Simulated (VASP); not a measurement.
Set up this calculation in VASP 6.6.1, as the native input.

```yaml
Task: single point
Functional: PBE
Potentials_or_basis: VASP PAW PBE potentials, release 64 (Al)
Cutoff: 520 eV
k_mesh: 16 × 16 × 16
Occupations: fermi-dirac, width 0.05 eV
Spin: no spin polarisation
Dipole_correction: no
Further_INCAR_settings: ALGO = Normal; EDIFF = 1e-06; NBANDS = 10
```

The structure of Al lies in POSCAR:

```
Al
1.0
   -2.6455853965      2.6455853965      1.3713062696
    2.6455853965     -2.6455853965      1.3713062696
    2.6455853965      2.6455853965     -1.3713062696
Al
2
Direct
   -0.3750000000     -0.1250000000     -0.2500000000
    0.3750000000      0.1250000000      0.2500000000
```

One way to write it, as run:

INCAR

```
PREC = Accurate ; ENCUT = 520
EDIFF = 1E-6 ; ISMEAR = -1
SIGMA = 0.05 ; LREAL = False
LASPH = True ; NELM = 100
ALGO = Normal ; ISIF = 2
LWAVE = False ; LCHARG = False
GGA = PE ; NBANDS = 10
```

KPOINTS

```
Automatic mesh
0
Gamma
  16 16 16
```

Potentials or basis: VASP PAW PBE potentials, release 64 (Al).

Run with:

```bash
$ cat potpaw_PBE.64/Al/POTCAR > POTCAR
$ mpirun -np 1 vasp_std > vasp.out
```

It gave:

```json
{"Pressure": "0.0 GPa", "Band gap on the k mesh": "zero (band 3 reaches 8.68 eV, above the bottom of band 4 at 1.96 eV)"}
```

It took 53 s on 1 thread of Intel(R) Xeon(R) 6975P-C (Granite Rapids), on a shared host, peak memory 0.23 GiB.
